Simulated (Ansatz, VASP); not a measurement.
Two plane-wave programs on Ta

```
CELL_PARAMETERS angstrom
0.00000 3.07853 3.07853
3.07853 0.00000 3.07853
3.07853 3.07853 0.00000
ATOMIC_POSITIONS crystal
Ta 0.00000 0.00000 0.00000
Ta 0.25000 0.25000 0.25000
```

Change from the starting cell: volume scaled by 1.025, PAW files.

Alike in both runs: task electric field gradients; functional PBE; k mesh 9 × 9 × 9; occupations fermi-dirac, width 0.03 eV; no spin polarisation.

```csv
,VASP,Ansatz
version,VASP 6.6.1,Ansatz 0.2.0
potentials or method,"VASP PAW PBE potentials, release 64 (Ta_pv)","PAW with Ansatz's default frozen-core files, scalar-relativistic"
plane-wave cutoff (eV),520,420
valence electrons in the cell,22,26
```

```tsv
	VASP	Ansatz	Ansatz less VASP
pressure (GPa)	-1.7	-1.7	-0.03
```

With one functional, cell and mesh, what is left measures potentials, basis and numerics. VASP's potentials hold 22 valence electrons a cell and Ansatz's 26, so a difference there can come from the potentials and not from the codes.

Spin-orbit coupling is off throughout.
